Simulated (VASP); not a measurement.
# MgS (F-43m) in VASP: a series of runs

The runs below take MgS through single point, with r2SCAN50, PBE-based global hybrid, PBE-based screened hybrid.

Program: VASP 6.6.1. These are calculated values, not measurements. Logs are shortened: lines on timing, memory, paths and dates and some standing lists are left out, and cuts for length are marked.

## (1) The cell of the first run

Symmetry: F-43m, No. 216, cubic system. Conventional cell: a = 5.662 Å, b = 5.662 Å, c = 5.662 Å, α = 90.00°, β = 90.00°, γ = 90.00°. Within 3.2 Å of Mg (site symmetry -43m) lie 4 S at 2.45 Å. Within 3.2 Å of S (site symmetry -43m) lie 4 Mg at 2.45 Å.

## (2) Single point, r2SCAN50

Contents of POSCAR:

```
MgS
1.0
    0.0000000000      2.8308768389      2.8308768389
    2.8308768389      0.0000000000      2.8308768389
    2.8308768389      2.8308768389      0.0000000000
Mg S
1 1
Direct
    0.0000000000      0.0000000000      0.0000000000
    0.2500000000      0.2500000000      0.2500000000
```

Contents of INCAR.step1:

```
ALGO = Normal ; EDIFF = 1E-5
ENCUT = 520 ; GGA = PE
ISIF = 2 ; ISMEAR = 0
LASPH = True ; LREAL = False
LWAVE = True ; NBANDS = 11
NELM = 100 ; PREC = Accurate
SIGMA = 0.01
```

Contents of INCAR.step2:

```
AEXX = 0.5 ; ALGO = Normal
EDIFF = 1E-6 ; ENCUT = 520
ISIF = 2 ; ISMEAR = 0
ISTART = 1 ; LASPH = True
LCHARG = True ; LELF = True
LHFCALC = True ; LMIXTAU = True
LREAL = False ; LVHAR = True
LWAVE = False ; METAGGA = R2SCAN
NBANDS = 11 ; NELM = 100
PREC = Accurate ; PRECFOCK = Normal
SIGMA = 0.01
```

Contents of KPOINTS:

```
k-points
0
Gamma
  4 4 4
```

Potentials or basis: VASP PAW PBE potentials, release 64 (Mg, S).

On the command line:

```console
$ cat potpaw_PBE.64/Mg/POTCAR potpaw_PBE.64/S/POTCAR > POTCAR
$ cp INCAR.step1 INCAR
$ mpirun -np 1 vasp_std > vasp.out
$ cp INCAR.step2 INCAR
$ mpirun -np 1 vasp_std > vasp.out
```

OUTCAR:

```text
AEXX = 0.5
   EDIFF = 1E-6
   ENCUT = 520
   ISIF = 2
   ISMEAR = 0
   ISTART = 1
   LASPH = True
   LHFCALC = True
   LREAL = False
   METAGGA = R2SCAN
   NELM = 100
   PREC = Accurate
   PRECFOCK = Normal

 ion  position               nearest neighbor table
   1  0.000  0.000  0.000-   2 2.45   2 2.45   2 2.45   2 2.45
   2  0.250  0.250  0.250-   1 2.45   1 2.45   1 2.45   1 2.45

  LATTYP: Found a face centered cubic cell.
 ALAT       =     5.6617536778

  Lattice vectors:

 A1 = (   0.0000000000,   2.8308768389,   2.8308768389)
 A2 = (   2.8308768389,   0.0000000000,   2.8308768389)
 A3 = (   2.8308768389,   2.8308768389,   0.0000000000)

Analysis of symmetry for initial positions (statically):
=====================================================================
 Subroutine PRICEL returns:
 Original cell was already a primitive cell.

 Routine SETGRP: Setting up the symmetry group for a
 face centered cubic supercell.

 Subroutine GETGRP returns: Found 24 space group operations
 (whereof 24 operations were pure point group operations)
 out of a pool of 48 trial point group operations.

The static configuration has the point symmetry T_d .

Analysis of symmetry for dynamics (positions and initial velocities):
=====================================================================
 Subroutine PRICEL returns:
 Original cell was already a primitive cell.

 Routine SETGRP: Setting up the symmetry group for a
 face centered cubic supercell.

 Subroutine GETGRP returns: Found 24 space group operations
 (whereof 24 operations were pure point group operations)
 out of a pool of 48 trial point group operations.

The dynamic configuration has the point symmetry T_d .

 Subroutine INISYM returns: Found 24 space group operations
 (whereof 24 operations are pure point group operations),
 and found     1 'primitive' translations

----------------------------------------------------------------------------------------

                                     Primitive cell

  volume of cell :      45.3725

  direct lattice vectors                    reciprocal lattice vectors
     0.000000000  2.830876839  2.830876839    -0.176623721  0.176623721  0.176623721
     2.830876839  0.000000000  2.830876839     0.176623721 -0.176623721  0.176623721
     2.830876839  2.830876839  0.000000000     0.176623721  0.176623721 -0.176623721

  length of vectors
     4.003464419  4.003464419  4.003464419     0.305921258  0.305921258  0.305921258

[... 80 lines left out ...]
   IALGO  =     38    algorithm
   IMIX   =      1    mixing-type and parameters
     AMIX     =   0.40;   BMIX     =  1.00
     AMIX_MAG =   1.60;   BMIX_MAG =  1.00
  volume/ion in A,a.u.               =      22.69       153.09
  Fermi-wavevector in a.u.,A,eV,Ry     =   0.917995  1.734760 11.465842  0.842716
  Thomas-Fermi vector in A             =   2.043027
   LORBIT       =      0    0 simple, 1 ext, 2 COOP (PROOUT), +10 PAW based schemes
   METAGGA = R2SCAN    functional components
   LHFCALC =     T    Hartree Fock is set to
   PRECFOCK=normal    Normal, Fast or Accurate (Low or Medium for compatibility)
   ENCUT4O =  -1.0   cutoff for four orbital integrals eV
   NKREDX  =     1    reduce k-point grid by
   NKREDY  =     1    reduce k-point grid by
   NKREDZ  =     1    reduce k-point grid by
   AEXX    =    0.5000 exact exchange contribution
   HFSCREEN=    0.0000 screening length (either q_TF or 0.3 A-1)
   HFSCREENC=   0.0000 screening length for correlation (either q_TF or 0.3 A-1)
   ENCUTFOCK=  -1.0 apply spherical cutoff to Coloumb kernel
   IVDW    =     0    specifies the selected vdW correction
   LEPSILON=     F    determine dielectric tensor
   LRPA    =     F    only Hartree local field effects (RPA)
 non-spin polarized calculation
 Gauss-broadening in eV      SIGMA  =   0.01
  energy-cutoff  :      520.00
  volume of cell :       45.37
 maximum number of plane-waves:      1243
 NGX is ok and might be reduce to    30
  NGX = 24; NGY = 24; NGZ = 24

 number of electron       8.0000001 magnetization

 Free energy of the ion-electron system (eV)
  ---------------------------------------------------
  ext. energy  EPLUGINS =         0.00000000
  ---------------------------------------------------
  free energy    TOTEN  =       -15.79663743 eV

  energy without entropy =      -15.79663743  energy(sigma->0) =      -15.79663743

 E-fermi :  -1.1588     XC(G=0):  -5.0063

 val. band max:       -1.2591206538   @ k =   0.0000   0.0000   0.0000
 cond. band min:       5.8915799193   @ k =   0.0000   0.0000   0.0000
 fundamental gap:      7.1507005732
 Fermi energy:        -1.1588448544

 k-point     1 :       0.0000    0.0000    0.0000
  band No.  band energies     occupation
      1     -14.9964      2.00000
      2      -1.2591      2.00000
      3      -1.2591      2.00000
      4      -1.2591      2.00000
      5       5.8916      0.00000
      6      10.8499      0.00000
      7      10.8499      0.00000
      8      10.8499      0.00000
      9      14.0245      0.00000
     10      14.0245      0.00000
     11      16.7926      0.00000
[... 85 lines left out ...]
 k-point     8 :      -0.2500    0.5000    0.2500
  band No.  band energies     occupation
      1     -13.8884      2.00000
      2      -3.9463      2.00000
      3      -3.4526      2.00000
      4      -2.8023      2.00000
      5       7.9297      0.00000
      6      10.9299      0.00000
      7      11.0621      0.00000
      8      11.4552      0.00000
      9      16.1406      0.00000
     10      17.1637      0.00000
     11      17.5970      0.00000

------------------------ aborting loop because EDIFF is reached ----------------------------------------

  FORCE on cell =-STRESS in cart. coord.  units (eV):
  Direction    XX          YY          ZZ          XY          YZ          ZX
  --------------------------------------------------------------------------------------
  -------------------------------------------------------------------------------------
  Total       -0.3992483     -0.3992483     -0.3992483      0.0000000      0.0000000     -0.0000000
  in kB      -14.0981051    -14.0981051    -14.0981051      0.0000000      0.0000000     -0.0000000
  external PRESSURE =     -14.0981051 kB  Pullay stress =       0.0000000 kB

 VOLUME and BASIS-vectors are now :
 -----------------------------------------------------------------------------
  energy-cutoff  :      520.00
  volume of cell :       45.37
      direct lattice vectors                 reciprocal lattice vectors
     0.000000000  2.830876839  2.830876839    -0.176623721  0.176623721  0.176623721
     2.830876839  0.000000000  2.830876839     0.176623721 -0.176623721  0.176623721
     2.830876839  2.830876839  0.000000000     0.176623721  0.176623721 -0.176623721

 POSITION                                       TOTAL-FORCE (eV/Angst)
 -----------------------------------------------------------------------------------
      0.00000      0.00000      0.00000         0.000000     -0.000000     -0.000000
      1.41544      1.41544      1.41544        -0.000000      0.000000      0.000000
 -----------------------------------------------------------------------------------
    total drift:                               -0.000002      0.000001     -0.000000

  FREE ENERGIE OF THE ION-ELECTRON SYSTEM (eV)
  ---------------------------------------------------
  free  energy   TOTEN  =       -15.7966374257 eV

  energy  without entropy=      -15.7966374257  energy(sigma->0) =      -15.79663743
```

Run time: 2 min. Hardware: 1 thread of AMD EPYC 9R45 (Zen 5), shared host; peak memory 0.14 GiB.

What came out:

```
Free energy            : -15.7966 eV
Pressure               : -1.4 GPa
Band gap on the k mesh : 7.15 eV, direct
```

Levels at points of the mesh, in eV from the valence-band top:
```tsv
k point	band 1	band 2	band 3	band 4	band 5	band 6	band 7	band 8
(0.00, 0.00, 0.00)	-13.74	0.00	0.00	0.00	7.15	12.11	12.11	12.11
(0.50, 0.00, 0.00)	-12.91	-3.73	-0.40	-0.40	8.98	11.67	11.67	12.67
(0.50, 0.50, 0.00)	-12.64	-3.34	-1.25	-1.25	7.37	9.50	15.84	16.94
```

Caveat: the k points lie up to 0.48 Å⁻¹ apart; the PAW data sets were made with another functional, which shifts forces and pressure a little.

## (3) Single point, PBE-based global hybrid

POSCAR is that of step 2.

Contents of INCAR.step1:

```
PREC = Accurate
ENCUT = 520
EDIFF = 1E-5
ISMEAR = 0
SIGMA = 0.01
LREAL = False
LASPH = True
NELM = 60
ALGO = Normal
ISIF = 2
LWAVE = True
LCHARG = False
GGA = PE
NBANDS = 11
```

Contents of INCAR.step2:

```
PREC = Accurate
ENCUT = 520
EDIFF = 1E-7
ISMEAR = 0
SIGMA = 0.01
LREAL = False
LASPH = True
NELM = 60
ALGO = Normal
ISIF = 2
LWAVE = False
LCHARG = False
GGA = PE
LHFCALC = True
AEXX = 0.35
PRECFOCK = Normal
ISTART = 1
NBANDS = 11
```

Contents of KPOINTS:

```
Automatic mesh
0
Gamma
  4 4 4
```

Potentials or basis: VASP PAW PBE potentials, release 64 (Mg, S).

On the command line:

```console
$ cat potpaw_PBE.64/Mg/POTCAR potpaw_PBE.64/S/POTCAR > POTCAR
$ cp INCAR.step1 INCAR
$ mpirun -np 1 vasp_std > vasp.out
$ cp INCAR.step2 INCAR
$ mpirun -np 1 vasp_std > vasp.out
```

Wall time 1.7 min (1 thread of AMD EPYC 9R45 (Zen 5), shared host); peak memory 0.15 GiB.

Results (log left out):

| Item | Value |
| --- | --- |
| Free energy | -11.2009 eV |
| Pressure | -0.7 GPa |
| Band gap on the k mesh | 5.98 eV, direct |

Levels at points of the mesh, in eV from the valence-band top:
| k point | band 1 | band 2 | band 3 | band 4 | band 5 | band 6 | band 7 | band 8 |
| --- | --- | --- | --- | --- | --- | --- | --- | --- |
| (0.00, 0.00, 0.00) | -12.92 | 0.00 | 0.00 | 0.00 | 5.98 | 10.78 | 10.78 | 10.78 |
| (0.50, 0.00, 0.00) | -12.14 | -3.54 | -0.38 | -0.38 | 7.74 | 10.39 | 10.39 | 11.39 |
| (0.50, 0.50, 0.00) | -11.89 | -3.18 | -1.18 | -1.18 | 6.28 | 8.27 | 14.31 | 15.43 |

Caveat: the k points lie up to 0.48 Å⁻¹ apart; the PAW data sets were made with another functional, which shifts forces and pressure a little. A k mesh can miss the band edges.

## (4) Single point, PBE-based screened hybrid

POSCAR is that of step 3.

Contents of INCAR.step1:

```
SYSTEM = MgS
ALGO = Normal ; EDIFF = 1E-5
ENCUT = 520 ; GGA = PE
ISIF = 2 ; ISMEAR = 0
LASPH = .True. ; LCHARG = .False.
LREAL = .False. ; LWAVE = .True.
NBANDS = 11 ; NELM = 100
PREC = Accurate ; SIGMA = 0.01
```

Contents of INCAR.step2:

```
SYSTEM = MgS
AEXX = 0.15 ; ALGO = Normal
EDIFF = 1E-6 ; ENCUT = 520
GGA = PE ; HFSCREEN = 0.2078
ISIF = 2 ; ISMEAR = 0
ISTART = 1 ; LASPH = .True.
LCHARG = .False. ; LHFCALC = .True.
LREAL = .False. ; LWAVE = .False.
NBANDS = 11 ; NELM = 100
PREC = Accurate ; PRECFOCK = Normal
SIGMA = 0.01
```

Contents of KPOINTS:

```
k-points
0
Gamma
  4 4 4
  0 0 0
```

On the command line:

```console
$ cat potpaw_PBE.64/Mg/POTCAR potpaw_PBE.64/S/POTCAR > POTCAR
$ cp INCAR.step1 INCAR
$ mpirun -np 1 vasp_std > vasp.out
$ cp INCAR.step2 INCAR
$ mpirun -np 1 vasp_std > vasp.out
```

It took 72 s on 1 thread of AMD EPYC 9R45 (Zen 5), shared host; peak memory 0.24 GiB.

It converged, with:

| Item | Value |
| --- | --- |
| Free energy | -9.2782 eV |
| Pressure | 0.4 GPa |
| Band gap on the k mesh | 4.09 eV, direct |

Levels at points of the mesh, in eV from the valence-band top:
```csv
k point,band 1,band 2,band 3,band 4,band 5,band 6,band 7,band 8,band 9
"(0.00, 0.00, 0.00)",-11.96,0.00,0.00,0.00,4.09,8.69,8.69,8.69,11.65
"(0.50, 0.00, 0.00)",-11.24,-3.29,-0.35,-0.35,5.78,8.35,8.35,9.35,13.70
"(0.50, 0.50, 0.00)",-11.00,-2.96,-1.09,-1.09,4.46,6.30,12.04,13.17,13.17
```

Caveat: the k points lie up to 0.48 Å⁻¹ apart; the PAW data sets were made with another functional, which shifts forces and pressure a little.

## (5) Single point, PBE-based global hybrid

POSCAR is that of step 4.

Contents of INCAR.step1:

```
SYSTEM = MgS
PREC = Accurate ; ENCUT = 520
EDIFF = 1E-5 ; ISMEAR = 0
SIGMA = 0.01 ; LREAL = .FALSE.
LASPH = .TRUE. ; NELM = 100
ALGO = Normal ; ISIF = 2
LWAVE = .TRUE. ; LCHARG = .FALSE.
GGA = PE ; NBANDS = 11
```

Contents of INCAR.step2:

```
SYSTEM = MgS
PREC = Accurate ; ENCUT = 520
EDIFF = 1E-7 ; ISMEAR = 0
SIGMA = 0.01 ; LREAL = .FALSE.
LASPH = .TRUE. ; NELM = 100
ALGO = Normal ; ISIF = 2
LWAVE = .FALSE. ; LCHARG = .FALSE.
GGA = PE ; LHFCALC = .TRUE.
AEXX = 0.1 ; PRECFOCK = Normal
ISTART = 1 ; NBANDS = 11
```

Contents of KPOINTS:

```
Automatic mesh
0
G
  4 4 4
  0 0 0
```

On the command line:

```console
$ cat potpaw_PBE.64/Mg/POTCAR potpaw_PBE.64/S/POTCAR > POTCAR
$ cp INCAR.step1 INCAR
$ mpirun -np 1 vasp_std > vasp.out
$ cp INCAR.step2 INCAR
$ mpirun -np 1 vasp_std > vasp.out
```

Run time: 78 s. Hardware: 1 thread of AMD EPYC 9R45 (Zen 5), shared host; peak memory 0.15 GiB.

It converged, with:

```
Free energy            : -9.2319 eV
Pressure               : 0.5 GPa
Band gap on the k mesh : 4.16 eV, direct
```

Levels at points of the mesh, in eV from the valence-band top:
| k point | band 2 | band 3 | band 4 | band 5 | band 6 | band 7 |
| --- | --- | --- | --- | --- | --- | --- |
| (0.00, 0.00, 0.00) | 0.00 | 0.00 | 0.00 | 4.16 | 8.75 | 8.75 |
| (0.50, 0.00, 0.00) | -3.25 | -0.34 | -0.34 | 5.85 | 8.42 | 8.42 |
| (0.50, 0.50, 0.00) | -2.92 | -1.08 | -1.08 | 4.56 | 6.39 | 12.06 |

Caveat: the k points lie up to 0.48 Å⁻¹ apart; the PAW data sets were made with another functional, which shifts forces and pressure a little.

## (6) The runs side by side

```csv
level,share of exact exchange,screening parameter,gap on the mesh (eV),pressure (GPa)
r2SCAN50,-,-,7.15,-1.4
PBE-based global hybrid,0.35,-,5.98,-0.7
PBE-based screened hybrid,0.15,0.2078 1/Å,4.09,0.4
PBE-based global hybrid,0.1,-,4.16,0.5
```

Alike in all rows: task single point; potentials or basis VASP PAW PBE potentials, release 64 (Mg, S); no spin polarisation; cell as given; k mesh 4 × 4 × 4; cutoff (eV) 520; smearing gaussian 0.01 eV.

Caveats: all runs use coarse meshes; the PAW data sets were made with another functional, which shifts forces and pressure a little.

Total energies depend on the potentials used, so only differences within one code and one set of settings carry meaning.
